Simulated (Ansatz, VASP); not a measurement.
Os2W: VASP beside Ansatz

```
Os W
1.0
     0.00000    3.50371    3.50371
     3.50371    0.00000    3.50371
     3.50371    3.50371    0.00000
Os W
4 2
Direct
  0.62500 0.62500 0.62500
  0.12500 0.62500 0.62500
  0.62500 0.62500 0.12500
  0.62500 0.12500 0.62500
  0.00000 0.00000 0.00000
  0.25000 0.25000 0.25000
```

Alike in both runs: task relaxation of cell and atoms; functional PBE; k mesh 4 × 4 × 4; occupations gaussian, width 0.1 eV; no spin polarisation.

|  | VASP | Ansatz |
| --- | --- | --- |
| version | VASP 6.6.1 | Ansatz 0.2.0 |
| potentials or method | VASP PAW PBE potentials, release 64 (Os, W_sv), cutoff 600 eV | scalar-relativistic, plane waves, PAW |
| valence electrons in the cell | 60 | 92 |

VASP gave:

| Quantity | Value |
| --- | --- |
| gap on the k mesh at the Fermi level, each at its own relaxed structure (eV) | none |
| relaxed volume (Å³/atom) | 15.56 |
| relaxed cell length with the largest relative difference (Å) | 5.092 |

Problem. Estimate Ansatz's values.

Solution. gap on the k mesh at the Fermi level, each at its own relaxed structure (eV): none; relaxed volume (Å³/atom): 15.55; relaxed cell length with the largest relative difference (Å): 5.091.

A gap of «none» marks a metal or a gap that the smearing closes. VASP's potentials hold 60 valence electrons a cell and Ansatz's 92, so a difference there can come from the potentials and not from the codes.

The k mesh is coarse, so the values compare programs but aren't converged. Neither program's run includes spin-orbit coupling.
